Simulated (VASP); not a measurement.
# Mn (P6_3/mmc) in VASP: settings compared, part 2 of 2

VASP 6.6.1.

## 3. Single point, PBE, collinear spin, ferromagnetic start

This run uses another cell than the first one, of 10.75 Å³/atom.

File INCAR:

```
SYSTEM = Mn
PREC = Accurate ; ENCUT = 600
EDIFF = 1E-6 ; ISMEAR = 1
SIGMA = 0.05 ; LREAL = .FALSE.
LASPH = .TRUE. ; NELM = 200
ALGO = Normal ; ISIF = 2
LWAVE = .FALSE. ; LCHARG = .FALSE.
ISPIN = 2 ; MAGMOM = 4 4
LORBIT = 11 ; LMAXMIX = 4
GGA = PE ; NBANDS = 26
GGA_COMPAT = .FALSE.
```

File KPOINTS:

```
regular mesh
0
G
  10 10 6
  0 0 0
```

File POSCAR:

```
Mn
1.0
    2.4836457705      0.0000000000      0.0000000000
   -1.2418228853      2.1509003313      0.0000000000
    0.0000000000      0.0000000000      4.0261950000
Mn
2
Direct
    0.3333333333      0.6666666667      0.2500000000
    0.6666666667      0.3333333333      0.7500000000
```

Potentials or basis: VASP PAW PBE potentials, release 64 (Mn_sv).

Started as:

```bash
$ cat potpaw_PBE.64/Mn_sv/POTCAR > POTCAR
$ mpirun -np 1 vasp_std > vasp.out
```

OUTCAR:

```text
SYSTEM = Mn
   PREC = Accurate
   ENCUT = 600
   EDIFF = 1E-6
   ISMEAR = 1
   LREAL = .FALSE.
   LASPH = .TRUE.
   NELM = 200
   ISIF = 2
   ISPIN = 2
   LORBIT = 11
   GGA = PE

 ion  position               nearest neighbor table
   1  0.333  0.667  0.250-   2 2.47   2 2.47   2 2.47   2 2.47   2 2.47   2 2.47
   2  0.667  0.333  0.750-   1 2.47   1 2.47   1 2.47   1 2.47   1 2.47   1 2.47

  LATTYP: Found a hexagonal cell.
 ALAT       =     2.4836457705
 C/A-ratio  =     1.6210826229

  Lattice vectors:

 A1 = (   2.4836457705,   0.0000000000,   0.0000000000)
 A2 = (  -1.2418228853,   2.1509003313,   0.0000000000)
 A3 = (   0.0000000000,   0.0000000000,   4.0261950000)

Analysis of symmetry for initial positions (statically):
=====================================================================
 Subroutine PRICEL returns:
 Original cell was already a primitive cell.

 Routine SETGRP: Setting up the symmetry group for a
 hexagonal supercell.

 Subroutine GETGRP returns: Found 24 space group operations
 (whereof 12 operations were pure point group operations)
 out of a pool of 24 trial point group operations.

The static configuration has the point symmetry D_3d.
 The point group associated with its full space group is D_6h.

Analysis of symmetry for dynamics (positions and initial velocities):
=====================================================================
 Subroutine PRICEL returns:
 Original cell was already a primitive cell.

 Routine SETGRP: Setting up the symmetry group for a
 hexagonal supercell.

 Subroutine GETGRP returns: Found 24 space group operations
 (whereof 12 operations were pure point group operations)
 out of a pool of 24 trial point group operations.

The dynamic configuration has the point symmetry D_3d.
 The point group associated with its full space group is D_6h.

Analysis of structural, dynamic, and magnetic symmetry:
=====================================================================
 Subroutine PRICEL returns:
 Original cell was already a primitive cell.

 Routine SETGRP: Setting up the symmetry group for a
 hexagonal supercell.

 Subroutine GETGRP returns: Found 24 space group operations
 (whereof 12 operations were pure point group operations)
 out of a pool of 24 trial point group operations.

The overall configuration has the point symmetry D_3d.
 The point group associated with its full space group is D_6h.

 Subroutine INISYM returns: Found 24 space group operations
 (whereof 12 operations are pure point group operations),
 and found     1 'primitive' translations

----------------------------------------------------------------------------------------

                                     Primitive cell

  volume of cell :      21.5082

  direct lattice vectors                    reciprocal lattice vectors
     2.483645770  0.000000000  0.000000000     0.402633907  0.232460795  0.000000000
    -1.241822885  2.150900331  0.000000000     0.000000000  0.464921589  0.000000000
     0.000000000  0.000000000  4.026195000     0.000000000  0.000000000  0.248373464

  length of vectors
     2.483645770  2.483645771  4.026195000     0.464921589  0.464921589  0.248373464

  position of ions in fractional coordinates (direct lattice)
[... 73 lines left out ...]
   ISPIN  =      2    spin polarized calculation?
   LNONCOLLINEAR =      F non collinear calculations
   LSORBIT =      F    spin-orbit coupling
   LASPH  =      T    aspherical Exc in radial PAW
   ENCUT  =  600.0 eV  44.10 Ry    6.64 a.u.   4.96  4.96  8.04*2*pi/ulx,y,z
   NELM   =    200;   NELMIN=  2; NELMDL= -5     # of ELM steps
   EDIFF  = 0.1E-05   stopping-criterion for ELM
   LREAL  =      F    real-space projection
   EDIFFG = 0.1E-04   stopping-criterion for IOM
   NSW    =      0    number of steps for IOM
   IBRION =     -1    ionic relax: 0-MD 1-quasi-New 2-CG
   NFREE  =      0    steps in history (QN), initial steepest desc. (CG)
   ISIF   =      2    stress and relaxation
   ISYM   =      2    0-nonsym 1-usesym 2-fastsym
   POTIM  = 0.5000    time-step for ionic-motion
   TEBEG  =    0.0;   TEEND  =   0.0 temperature during run
   PSTRESS=    0.0 pullay stress
   NELECT =      30.0000    total number of electrons
   NUPDOWN=      -1.0000    fix difference up-down
   EMIN   =  10.00;   EMAX   =-10.00  energy-range for DOS
   EFERMI =   0.00;   METHOD = LEGACY
   ISMEAR =     1;   SIGMA  =   0.05  broadening in eV -4-tet -1-fermi 0-gaus
   EFERMI_NEDOS =   21; number of points for ismear=-14 and -15
   IALGO  =     38    algorithm
   IMIX   =      4    mixing-type and parameters
     AMIX     =   0.40;   BMIX     =  1.00
     AMIX_MAG =   1.60;   BMIX_MAG =  1.00
  volume/ion in A,a.u.               =      10.75        72.57
  Fermi-wavevector in a.u.,A,eV,Ry     =   1.829140  3.456574 45.521746  3.345754
  Thomas-Fermi vector in A             =   2.883881
   LORBIT       =     11    0 simple, 1 ext, 2 COOP (PROOUT), +10 PAW based schemes
   GGA     = PE    functional components
   LHFCALC =     F    Hartree Fock is set to
   AEXX    =    0.0000 exact exchange contribution
   IVDW    =     0    specifies the selected vdW correction
   LEPSILON=     F    determine dielectric tensor
   LRPA    =     F    only Hartree local field effects (RPA)
 spin polarized calculation
 Methfessel and Paxton  Order N= 1 SIGMA  =   0.05
  energy-cutoff  :      600.00
  volume of cell :       21.51
 maximum number of plane-waves:       744
 NGX is ok and might be reduce to    20
   NGX =  9   NGY =  9   NGZ = 17

 number of electron      30.0000032 magnetization       0.0587143

 number of electron      30.0000032 magnetization      -0.0013760

 Free energy of the ion-electron system (eV)
  ---------------------------------------------------
  ext. energy  EPLUGINS =         0.00000000
  ---------------------------------------------------
  free energy    TOTEN  =       -18.10570242 eV

  energy without entropy =      -18.10571755  energy(sigma->0) =      -18.10570746

 E-fermi :  13.8233     XC(G=0): -14.1304

 val. band max:       13.7968630934   @ k =   0.4000   0.1000   0.3333
 cond. band min:      13.8342210486   @ k =   0.1000   0.0000   0.0000
 fundamental gap:      0.0373579553
 Fermi energy:        13.8233140390

 spin component 1

 k-point     1 :       0.0000    0.0000    0.0000
  band No.  band energies     occupation
      1     -65.3659      1.00000
      2     -65.2056      1.00000
      3     -34.4181      1.00000
      4     -33.7517      1.00000
      5     -33.7517      1.00000
      6     -33.6471      1.00000
[... 685 lines left out ...]
     25      32.1713      0.00000
     26      33.9528      0.00000

 [... further k-points ...]

 spin component 2

 k-point     1 :       0.0000    0.0000    0.0000
  band No.  band energies     occupation
      1     -65.3667      1.00000
      2     -65.2063      1.00000
      3     -34.4186      1.00000
      4     -33.7526      1.00000
      5     -33.7526      1.00000
      6     -33.6479      1.00000
[... 685 lines left out ...]
     25      32.1710      0.00000
     26      33.9526      0.00000

 [... further k-points ...]

------------------------ aborting loop because EDIFF is reached ----------------------------------------

  FORCE on cell =-STRESS in cart. coord.  units (eV):
  Direction    XX          YY          ZZ          XY          YZ          ZX
  --------------------------------------------------------------------------------------
  -------------------------------------------------------------------------------------
  Total       -0.5979843     -0.5979843     -0.6666411      0.0000000      0.0000000      0.0000000
  in kB      -44.5446572    -44.5446572    -49.6589944      0.0000000      0.0000000      0.0000000
  external PRESSURE =     -46.2494363 kB  Pullay stress =       0.0000000 kB

 VOLUME and BASIS-vectors are now :
 -----------------------------------------------------------------------------
  energy-cutoff  :      600.00
  volume of cell :       21.51
      direct lattice vectors                 reciprocal lattice vectors
     2.483645770  0.000000000  0.000000000     0.402633907  0.232460795  0.000000000
    -1.241822885  2.150900331  0.000000000     0.000000000  0.464921589  0.000000000
     0.000000000  0.000000000  4.026195000     0.000000000  0.000000000  0.248373464

 POSITION                                       TOTAL-FORCE (eV/Angst)
 -----------------------------------------------------------------------------------
     -0.00000      1.43393      1.00655        -0.000000     -0.000000      0.000000
      1.24182      0.71697      3.01965         0.000000      0.000000      0.000000
 -----------------------------------------------------------------------------------
    total drift:                               -0.000000      0.000000     -0.000000

  FREE ENERGIE OF THE ION-ELECTRON SYSTEM (eV)
  ---------------------------------------------------
  free  energy   TOTEN  =       -18.1057024218 eV

  energy  without entropy=      -18.1057175491  energy(sigma->0) =      -18.10570746

 total charge

# of ion       s       p       d       tot
------------------------------------------
    1        2.253   6.083   4.683  13.019
    2        2.253   6.083   4.683  13.019
--------------------------------------------------
tot          4.506  12.166   9.366  26.039

 magnetization (x)

# of ion       s       p       d       tot
------------------------------------------
    1        0.000  -0.000  -0.000  -0.000
    2        0.000  -0.000  -0.000  -0.000
--------------------------------------------------
tot          0.000  -0.000  -0.001  -0.001
```

OSZICAR:

```text
N       E                     dE             d eps       ncg     rms          rms(c)
DAV:   1     0.626704955511E+03    0.62670E+03   -0.18517E+04  6178   0.368E+03
DAV:   2     0.360172911723E+02   -0.59069E+03   -0.56622E+03  5856   0.704E+02
DAV:   3    -0.117292400268E+02   -0.47747E+02   -0.46309E+02  7592   0.242E+02
DAV:   4    -0.171837265113E+02   -0.54545E+01   -0.52607E+01 10510   0.568E+01
DAV:   5    -0.173923440547E+02   -0.20862E+00   -0.20837E+00  7762   0.116E+01    0.281E+01
DAV:   6    -0.173401799684E+02    0.52164E-01   -0.77214E+00  6988   0.599E+01    0.985E+00
DAV:   7    -0.179075896962E+02   -0.56741E+00   -0.97014E-01  9252   0.142E+01    0.702E+00
DAV:   8    -0.180348049612E+02   -0.12722E+00   -0.45131E-02 10334   0.263E+00    0.291E+00
DAV:   9    -0.181013962652E+02   -0.66591E-01   -0.45190E-02 10536   0.296E+00    0.666E-01
DAV:  10    -0.181054804922E+02   -0.40842E-02   -0.65401E-03  9400   0.120E+00    0.275E-01
DAV:  11    -0.181056234454E+02   -0.14295E-03   -0.53394E-04  9014   0.357E-01    0.102E-01
DAV:  12    -0.181057000329E+02   -0.76587E-04   -0.49775E-05  8938   0.126E-01    0.483E-02
DAV:  13    -0.181057023846E+02   -0.23517E-05   -0.14410E-05  8874   0.599E-02    0.200E-02
DAV:  14    -0.181057024218E+02   -0.37187E-07   -0.37331E-06  6168   0.305E-02
   1 F= -.18105702E+02 E0= -.18105707E+02  d E =0.151273E-04  mag=    -0.0004
```

Run time: 43 s. Hardware: 1 thread of Intel Xeon Platinum 8488C (Sapphire Rapids), shared host; peak memory 0.17 GiB.

What came out:

```yaml
Free_energy: -18.1057 eV
Pressure: -4.6 GPa
Band_gap_on_the_k_mesh: zero (filled and empty bands overlap)
Net_moment: 0.00 μB per cell
Valence_electrons_inside_the_program's_atomic_spheres: Mn 13.02
```

Levels at points of the mesh, in eV from the Fermi level:
Spin up:
```
           k point  band 11  band 12  band 13  band 14  band 15  band 16  band 17  band 18  band 19  band 20
(0.00, 0.00, 0.00)    -0.98    -0.95    -0.95    -0.48    -0.48     0.06     0.06     0.65     1.61     1.61
(0.50, 0.00, 0.00)    -3.70    -1.38    -1.15    -0.95    -0.43     1.83     1.96     2.04     3.57     5.65
(0.00, 0.00, 0.50)    -1.56    -1.56    -1.03    -1.03    -1.03    -1.03     1.19     1.19     1.19     1.19
(0.50, 0.00, 0.50)    -2.65    -2.65     0.19     0.19     0.83     0.83     1.96     1.96     3.14     3.14
```
Spin down:
| k point | band 13 | band 14 | band 15 | band 16 | band 17 | band 18 |
| --- | --- | --- | --- | --- | --- | --- |
| (0.00, 0.00, 0.00) | -0.95 | -0.48 | -0.48 | 0.06 | 0.06 | 0.65 |
| (0.50, 0.00, 0.00) | -1.15 | -0.95 | -0.43 | 1.83 | 1.96 | 2.04 |
| (0.00, 0.00, 0.50) | -1.03 | -1.03 | -1.03 | -1.03 | 1.19 | 1.19 |
| (0.50, 0.00, 0.50) | 0.19 | 0.19 | 0.83 | 0.83 | 1.95 | 1.95 |

Caveat: the cell stands under tension.

## 4. Single point, PBEsol, collinear spin, ferromagnetic start

This run uses another cell than the first one, of 9.75 Å³/atom.

File INCAR:

```
SYSTEM = Mn
PREC = Accurate ; ENCUT = 520
EDIFF = 1E-6 ; ISMEAR = -1
SIGMA = 0.05 ; LREAL = .FALSE.
LASPH = .TRUE. ; NELM = 150
ALGO = Normal ; ISIF = 2
LWAVE = .FALSE. ; LCHARG = .TRUE.
ISPIN = 2 ; MAGMOM = 4 4
LORBIT = 11 ; LMAXMIX = 4
GGA = PS ; LELF = .TRUE.
LVHAR = .TRUE. ; NBANDS = 24
```

File KPOINTS:

```
Automatic mesh
0
G
  12 12 7
  0 0 0
```

File POSCAR:

```
Mn
1.0
    2.4051450721      0.0000000000      0.0000000000
   -1.2025725361      2.0829167322      0.0000000000
    0.0000000000      0.0000000000      3.8936222488
Mn
2
Direct
    0.3333333333      0.6666666667      0.2500000000
    0.6666666667      0.3333333333      0.7500000000
```

Potentials or basis: VASP PAW PBE potentials, release 64 (Mn_pv).

Started as:

```bash
$ cat potpaw_PBE.64/Mn_pv/POTCAR > POTCAR
$ mpirun -np 1 vasp_std > vasp.out
```

It took 44 s on 1 thread of Intel Xeon Platinum 8488C (Sapphire Rapids), shared host; peak memory 0.16 GiB.

The run converged. Its results:

```yaml
Free_energy: -19.3571 eV
Pressure: 20.0 GPa
Band_gap_on_the_k_mesh: zero (filled and empty bands overlap)
Net_moment: 0.00 μB per cell
Valence_electrons_inside_the_program's_atomic_spheres: Mn 12.21
```

Stress tensor (GPa, compression positive):
```
20.02  0.00  0.00
 0.00 20.02  0.00
 0.00  0.00 19.86
```

Levels at points of the mesh, in eV from the Fermi level:
Spin up:
```csv
k point,band 9,band 10,band 11,band 12,band 13,band 14,band 15,band 16,band 17,band 18
"(0.00, 0.00, 0.00)",-1.12,-1.10,-1.10,-0.56,-0.56,0.05,0.05,0.90,1.84,1.84
"(0.50, 0.00, 0.00)",-4.22,-1.40,-1.35,-1.05,-0.46,2.10,2.26,2.35,4.09,6.42
```
Spin down:
```
           k point  band 9  band 10  band 11  band 12  band 13  band 14  band 15  band 16  band 17  band 18
(0.00, 0.00, 0.00)   -1.12    -1.10    -1.10    -0.56    -0.56     0.05     0.05     0.90     1.84     1.84
(0.50, 0.00, 0.00)   -4.22    -1.40    -1.35    -1.05    -0.46     2.10     2.26     2.35     4.09     6.42
```

Caveat: the cell stands under pressure; the PAW data sets were made with another functional, which shifts forces and pressure a little.

## 5. Single point, PBEsol, collinear spin, ferromagnetic start

This run uses another cell than the first one, of 10.02 Å³/atom.

File INCAR:

```
SYSTEM = Mn
PREC = Accurate
ENCUT = 520
EDIFF = 1E-6
ISMEAR = -1
SIGMA = 0.05
LREAL = .False.
LASPH = .True.
NELM = 150
ALGO = Normal
ISIF = 2
LWAVE = .False.
LCHARG = .False.
ISPIN = 2
MAGMOM = 4 4
LORBIT = 11
LMAXMIX = 4
GGA = PS
NBANDS = 24
```

File KPOINTS:

```
Automatic mesh
0
Gamma
  12 12 7
  0 0 0
```

File POSCAR:

```
Mn
1.0
    2.4266131889      0.0000000000      0.0000000000
   -1.2133065945      2.1015086667      0.0000000000
    0.0000000000      0.0000000000      3.9288246814
Mn
2
Direct
    0.3333333333      0.6666666667      0.2500000000
    0.6666666667      0.3333333333      0.7500000000
```

Started as:

```bash
$ cat potpaw_PBE.64/Mn_pv/POTCAR > POTCAR
$ mpirun -np 1 vasp_std > vasp.out
```

Run time: 45 s. Hardware: 1 thread of Intel Xeon Platinum 8488C (Sapphire Rapids), shared host; peak memory 0.17 GiB.

It converged, with:

| Quantity | Value |
| --- | --- |
| Free energy | -19.4063 eV |
| Pressure | 9.9 GPa |
| Band gap on the k mesh | zero (filled and empty bands overlap) |
| Net moment | 0.00 μB per cell |
| Valence electrons inside the program's atomic spheres | Mn 12.14 |

Stress tensor (GPa, compression positive):
```
10.00  0.00  0.00
 0.00 10.00  0.00
 0.00  0.00  9.84
```

Levels at points of the mesh, in eV from the Fermi level:
Spin up:
```csv
k point,band 11,band 12,band 13,band 14,band 15,band 16
"(0.00, 0.00, 0.00)",-1.06,-0.53,-0.53,0.05,0.05,0.85
"(0.50, 0.00, 0.00)",-1.29,-1.02,-0.45,2.02,2.18,2.26
```
Spin down:
```
           k point  band 11  band 12  band 13  band 14  band 15  band 16
(0.00, 0.00, 0.00)    -1.06    -0.53    -0.53     0.05     0.05     0.85
(0.50, 0.00, 0.00)    -1.29    -1.02    -0.45     2.02     2.18     2.26
```

Caveat: the cell stands under pressure; the PAW data sets were made with another functional, which shifts forces and pressure a little.

## 6. Single point, PBEsol, collinear spin, ferromagnetic start

This run uses another cell than the first one, of 10.17 Å³/atom.

File INCAR:

```
SYSTEM = Mn
PREC = Accurate ; ENCUT = 520
EDIFF = 1E-7 ; ISMEAR = -1
SIGMA = 0.05 ; LREAL = .False.
LASPH = .True. ; NELM = 150
ALGO = Normal ; ISIF = 2
LWAVE = .False. ; LCHARG = .True.
ISPIN = 2 ; MAGMOM = 4 4
LORBIT = 11 ; LMAXMIX = 4
GGA = PS ; LELF = .True.
LVHAR = .True. ; NBANDS = 24
```

KPOINTS is that of step 5.

File POSCAR:

```
Mn
1.0
    2.4383861265      0.0000000000      0.0000000000
   -1.2191930633      2.1117043298      0.0000000000
    0.0000000000      0.0000000000      3.9483513248
Mn
2
Direct
    0.3333333333      0.6666666667      0.2500000000
    0.6666666667      0.3333333333      0.7500000000
```

Potentials or basis: VASP PAW PBE potentials, release 64 (Mn_pv).

Started as:

```bash
$ cat potpaw_PBE.64/Mn_pv/POTCAR > POTCAR
$ mpirun -np 1 vasp_std > vasp.out
```

Wall time 49 s (1 thread of Intel Xeon Platinum 8488C (Sapphire Rapids), shared host); peak memory 0.17 GiB.

It converged, with:

| Quantity | Value |
| --- | --- |
| Free energy | -19.4201 eV |
| Pressure | 4.9 GPa |
| Band gap on the k mesh | zero (filled and empty bands overlap) |
| Net moment | 0.00 μB per cell |
| Valence electrons inside the program's atomic spheres | Mn 12.11 |

Stress tensor (GPa, compression positive):
```
4.97 0.00 0.00
0.00 4.97 0.00
0.00 0.00 4.79
```

Levels at points of the mesh, in eV from the Fermi level:
Spin up:
```tsv
k point	band 11	band 12	band 13	band 14	band 15	band 16
(0.00, 0.00, 0.00)	-1.03	-0.52	-0.52	0.05	0.05	0.82
(0.50, 0.00, 0.00)	-1.26	-1.00	-0.44	1.98	2.13	2.21
```
Spin down:
```csv
k point,band 11,band 12,band 13,band 14,band 15,band 16
"(0.00, 0.00, 0.00)",-1.03,-0.52,-0.52,0.05,0.05,0.82
"(0.50, 0.00, 0.00)",-1.26,-1.00,-0.44,1.98,2.13,2.21
```

Caveat: the cell stands under pressure; the PAW data sets were made with another functional, which shifts forces and pressure a little.
